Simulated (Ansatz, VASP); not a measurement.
**Two plane-wave programs on NaI**

POSCAR

```
NaI
1.0
    0.0000000000      3.2364000000      3.1878540000
    3.2364000000      0.0000000000      3.1878540000
    3.2364000000      3.2364000000      0.0000000000
Na I
1 1
Direct
    0.0000000000      0.0000000000      0.0000000000
    0.5000000000      0.5000000000      0.5000000000
```

The input INCAR.step1:

```
SYSTEM = NaI
PREC = Accurate
ENCUT = 520
ISMEAR = 0
SIGMA = 0.05
LREAL = .False.
LASPH = .True.
NELM = 60
NBANDS = 14
GGA = PE
ALGO = Normal
EDIFF = 1E-4
LWAVE = .True.
LCHARG = .False.
```

Contents of INCAR.step2:

```
SYSTEM = NaI
PREC = Accurate
ENCUT = 520
EDIFF = 1E-7
ISMEAR = 0
SIGMA = 0.05
LREAL = .False.
LASPH = .True.
NELM = 60
ALGO = Normal
ISIF = 2
LWAVE = .False.
LCHARG = .False.
METAGGA = R2SCAN
LMIXTAU = .True.
NBANDS = 14
ISTART = 1
```

KPOINTS

```
regular mesh
0
Gamma
  6 6 6
  0 0 0
```

Input for Ansatz:

```yaml
crystal:
  lattice:
    - [0.0, 3.2364, 3.187854]
    - [3.2364, 0.0, 3.187854]
    - [3.2364, 3.2364, 0.0]
  atoms:
    - { symbol: Na, position: [0.0, 0.0, 0.0] }
    - { symbol: I, position: [0.5, 0.5, 0.5] }
basis:
  ecutwfc: 500
kpoints:
  mp_grid: { grid: [6, 6, 6] }
hamiltonian:
  xc: r2scan
scf:
  occupations: { method: gaussian, width: 0.05 }
output:
  forces: true
  stress: true
  eigenvalues: true
```

Change from the starting cell: strain +0.000 along x and y, -0.015 along z, atoms carried along.

Alike in both runs: task single point; functional r2SCAN; k mesh 6 × 6 × 6; occupations gaussian, width 0.05 eV; no spin polarisation.

```csv
,VASP,Ansatz
version,VASP 6.6.1,Ansatz 0.2.0
potentials or method,"VASP PAW PBE potentials, release 64 (Na_pv, I), cutoff 520 eV","scalar-relativistic, plane waves, PAW"
valence electrons in the cell,14,26
```

|  | VASP | Ansatz | Ansatz less VASP |
| --- | --- | --- | --- |
| gap on the k mesh at the Fermi level (eV) | 4.48 | 4.47 | -0.009 |
| least direct gap on the mesh (eV) | 4.48 | 4.47 | -0.009 |
| pressure (GPa) | 0.1 | 0.2 | +0.10 |
| traceless stress, the component that is largest in VASP (GPa) | 0.29 | 0.30 | +0.015 |

VASP's potentials were made for PBE, not for r2SCAN. The functional is the same, so the differences come from potentials, cutoffs and numerics. VASP's potentials hold 14 valence electrons a cell and Ansatz's 26, so a difference there can come from the potentials and not from the codes.

Neither program's run includes spin-orbit coupling.
